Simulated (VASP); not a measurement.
# CeF2 (P-3m1) in VASP: single point with PBEsol

Aim: the single point of CeF2 with PBEsol.

All numbers are computed with VASP 6.6.1; they aren't measurements. Logs are shortened: lines on timing, memory, paths and dates and some standing lists are left out, and cuts for length are marked.

## Step 1: The cell of the first run

Symmetry: P-3m1, No. 164, trigonal system. Conventional cell: a = 3.379 Å, b = 3.379 Å, c = 5.434 Å, α = 90.00°, β = 90.00°, γ = 120.00°. Within 3.2 Å of Ce (site symmetry -3m) lie 6 F at 2.40 Å. Within 3.5 Å of F (site symmetry 3m) lie 3 Ce at 2.40 Å and 12 F at 3.28 to 3.41 Å.

## Step 2: Single point, PBEsol, collinear spin, ferromagnetic start

The input, INCAR:

```
SYSTEM = CeF2
  ALGO = Normal
  EDIFF = 1E-6
  ENCUT = 520
  GGA = PS
  ISIF = 2
  ISMEAR = 0
  ISPIN = 2
  LASPH = .TRUE.
  LCHARG = .FALSE.
  LMAXMIX = 6
  LORBIT = 11
  LREAL = .FALSE.
  LWAVE = .FALSE.
  MAGMOM = 1 0 0
  NBANDS = 24
  NELM = 150
  PREC = Accurate
  SIGMA = 0.05
```

The input, KPOINTS:

```
k-points
0
G
  10 10 6
  0 0 0
```

The input, POSCAR:

```
CeF2
1.0
    3.3787823060      0.0000000000      0.0000000000
   -1.6893911530      2.9261113109      0.0000000000
    0.0000000000      0.0000000000      5.4343982397
Ce F
1 2
Direct
    0.0000000000      0.0000000000      0.0000000000
    0.3333333333      0.6666666667      0.2576560947
    0.6666666667      0.3333333333      0.7423439053
```

Potentials or basis: VASP PAW PBE potentials, release 64 (Ce, F).

Launch:

```sh
cat potpaw_PBE.64/Ce/POTCAR potpaw_PBE.64/F/POTCAR > POTCAR
mpirun -np 1 vasp_std > vasp.out
```

OUTCAR:

```text
SYSTEM = CeF2
   EDIFF = 1E-6
   ENCUT = 520
   GGA = PS
   ISIF = 2
   ISMEAR = 0
   ISPIN = 2
   LASPH = .TRUE.
   LORBIT = 11
   LREAL = .FALSE.
   NELM = 150
   PREC = Accurate

 ion  position               nearest neighbor table
   1  0.000  0.000  0.000-   2 2.40   3 2.40   3 2.40   2 2.40   3 2.40   2 2.40
   2  0.333  0.667  0.258-   1 2.40   1 2.40   1 2.40
   3  0.667  0.333  0.742-   1 2.40   1 2.40   1 2.40

  LATTYP: Found a hexagonal cell.
 ALAT       =     3.3787823060
 C/A-ratio  =     1.6083895758

  Lattice vectors:

 A1 = (   3.3787823060,   0.0000000000,   0.0000000000)
 A2 = (  -1.6893911530,   2.9261113109,   0.0000000000)
 A3 = (   0.0000000000,   0.0000000000,   5.4343982397)

Analysis of symmetry for initial positions (statically):
=====================================================================
 Subroutine PRICEL returns:
 Original cell was already a primitive cell.

 Routine SETGRP: Setting up the symmetry group for a
 hexagonal supercell.

 Subroutine GETGRP returns: Found 12 space group operations
 (whereof 12 operations were pure point group operations)
 out of a pool of 24 trial point group operations.

The static configuration has the point symmetry D_3d.

Analysis of symmetry for dynamics (positions and initial velocities):
=====================================================================
 Subroutine PRICEL returns:
 Original cell was already a primitive cell.

 Routine SETGRP: Setting up the symmetry group for a
 hexagonal supercell.

 Subroutine GETGRP returns: Found 12 space group operations
 (whereof 12 operations were pure point group operations)
 out of a pool of 24 trial point group operations.

The dynamic configuration has the point symmetry D_3d.

Analysis of structural, dynamic, and magnetic symmetry:
=====================================================================
 Subroutine PRICEL returns:
 Original cell was already a primitive cell.

 Routine SETGRP: Setting up the symmetry group for a
 hexagonal supercell.

 Subroutine GETGRP returns: Found 12 space group operations
 (whereof 12 operations were pure point group operations)
 out of a pool of 24 trial point group operations.

The overall configuration has the point symmetry D_3d.

[... 122 lines left out ...]
  Fermi-wavevector in a.u.,A,eV,Ry     =   1.285282  2.428831 22.476144  1.651950
  Thomas-Fermi vector in A             =   2.417426
   LORBIT       =     11    0 simple, 1 ext, 2 COOP (PROOUT), +10 PAW based schemes
   GGA     = PS    functional components
   LHFCALC =     F    Hartree Fock is set to
   AEXX    =    0.0000 exact exchange contribution
   IVDW    =     0    specifies the selected vdW correction
   LEPSILON=     F    determine dielectric tensor
   LRPA    =     F    only Hartree local field effects (RPA)
 spin polarized calculation
 Gauss-broadening in eV      SIGMA  =   0.05
  energy-cutoff  :      520.00
  volume of cell :       53.73
 maximum number of plane-waves:      1466
 NGX is ok and might be reduce to    28
   NGX = 13   NGY = 13   NGZ = 21

 number of electron      26.0000012 magnetization       0.0134315

 number of electron      26.0000012 magnetization      -0.0021584

 Free energy of the ion-electron system (eV)
  ---------------------------------------------------
  ext. energy  EPLUGINS =         0.00000000
  ---------------------------------------------------
  free energy    TOTEN  =       -19.75713231 eV

  energy without entropy =      -19.75621617  energy(sigma->0) =      -19.75667424

 E-fermi :   5.3292     XC(G=0):  -9.5487

 val. band max:        5.2778884749   @ k =   0.3000   0.3000   0.5000
 cond. band min:       5.3817299781   @ k =   0.3000   0.3000   0.0000
 fundamental gap:      0.1038415033
 Fermi energy:         5.3291714032

 spin component 1

 k-point     1 :       0.0000    0.0000    0.0000
  band No.  band energies     occupation
      1     -29.9984      1.00000
      2     -20.2299      1.00000
      3     -19.6529      1.00000
      4     -11.8790      1.00000
      5     -11.6851      1.00000
      6     -11.6851      1.00000
[... 637 lines left out ...]
     23      11.0407      0.00000
     24      12.2086      0.00000

 [... further k-points ...]

 spin component 2

 k-point     1 :       0.0000    0.0000    0.0000
  band No.  band energies     occupation
      1     -29.9993      1.00000
      2     -20.2298      1.00000
      3     -19.6528      1.00000
      4     -11.8796      1.00000
      5     -11.6859      1.00000
      6     -11.6859      1.00000
[... 637 lines left out ...]
     23      11.0401      0.00000
     24      12.2079      0.00000

 [... further k-points ...]

------------------------ aborting loop because EDIFF is reached ----------------------------------------

  FORCE on cell =-STRESS in cart. coord.  units (eV):
  Direction    XX          YY          ZZ          XY          YZ          ZX
  --------------------------------------------------------------------------------------
  -------------------------------------------------------------------------------------
  Total       -0.0876837     -0.0876837     -0.0477802     -0.0000000     -0.0000000      0.0000000
  in kB       -2.6147293     -2.6147293     -1.4248073     -0.0000000     -0.0000000      0.0000000
  external PRESSURE =      -2.2180886 kB  Pullay stress =       0.0000000 kB

 VOLUME and BASIS-vectors are now :
 -----------------------------------------------------------------------------
  energy-cutoff  :      520.00
  volume of cell :       53.73
      direct lattice vectors                 reciprocal lattice vectors
     3.378782306  0.000000000  0.000000000     0.295964614  0.170875249  0.000000000
    -1.689391153  2.926111311  0.000000000     0.000000000  0.341750499  0.000000000
     0.000000000  0.000000000  5.434398240     0.000000000  0.000000000  0.184013014

 POSITION                                       TOTAL-FORCE (eV/Angst)
 -----------------------------------------------------------------------------------
      0.00000      0.00000      0.00000        -0.000000      0.000000      0.000000
     -0.00000      1.95074      1.40021        -0.000000     -0.000000      0.007968
      1.68939      0.97537      4.03419         0.000000      0.000000     -0.007968
 -----------------------------------------------------------------------------------
    total drift:                                0.000000     -0.000000      0.000000

  FREE ENERGIE OF THE ION-ELECTRON SYSTEM (eV)
  ---------------------------------------------------
  free  energy   TOTEN  =       -19.7571323108 eV

  energy  without entropy=      -19.7562161712  energy(sigma->0) =      -19.75667424

 total charge

# of ion       s       p       d       f       tot
--------------------------------------------------
    1        2.005   5.705   0.901   1.162   9.772
    2        1.738   4.332   0.000   0.000   6.070
    3        1.738   4.332   0.000   0.000   6.070
--------------------------------------------------
tot          5.481  14.369   0.901   1.162  21.913

 magnetization (x)

# of ion       s       p       d       f       tot
--------------------------------------------------
    1        0.000   0.000   0.000  -0.001  -0.000
    2        0.000   0.000   0.000   0.000   0.000
    3        0.000   0.000   0.000   0.000   0.000
--------------------------------------------------
tot          0.000   0.000   0.000  -0.001  -0.000
```

stdout:

```text
POSCAR found type information on POSCAR CeF
 POSCAR found :  2 types and       3 ions
 scaLAPACK will be used
 -----------------------------------------------------------------------------
|                                                                             |
|                                                                             |
|     You enforced a specific xc type in the INCAR file but a different       |
|     I HOPE YOU KNOW WHAT YOU ARE DOING!                                     |
|                                                                             |
 -----------------------------------------------------------------------------

 LDA part: xc-table for (Slater+PW92), standard interpolation
 POSCAR, INCAR and KPOINTS ok, starting setup
 FFT: planning ... GRIDC
 FFT: planning ... GRID_SOFT
 FFT: planning ... GRID
 WAVECAR not read
 entering main loop
```

Run time: 6.5 min. Hardware: 1 thread of Intel Xeon Platinum 8259CL at 2.50GHz (Skylake/Cascade Lake), shared host; peak memory 0.31 GiB.

Results:

* Free energy: -19.7571 eV
* Pressure: -0.2 GPa
* Largest force: 0.008 eV/Å
* Band gap on the k mesh: 0.10 eV (least direct gap 0.12 eV)
* Net moment: 0.00 μB per cell
* Valence electrons inside the program's atomic spheres: Ce 9.77; F 6.07

Forces on the atoms (eV/Å):
```
Ce   0.000  0.000  0.000
F    0.000  0.000  0.008
F    0.000  0.000 -0.008
```

Caveat: the magnetic or orbital state may not be the lowest; the PAW data sets were made with another functional, which shifts forces and pressure a little; spin-orbit coupling is left out, which moves the levels of the heavy elements; semilocal functionals describe open f shells poorly, which spoils levels, moments and volumes. A k mesh can miss the band edges.
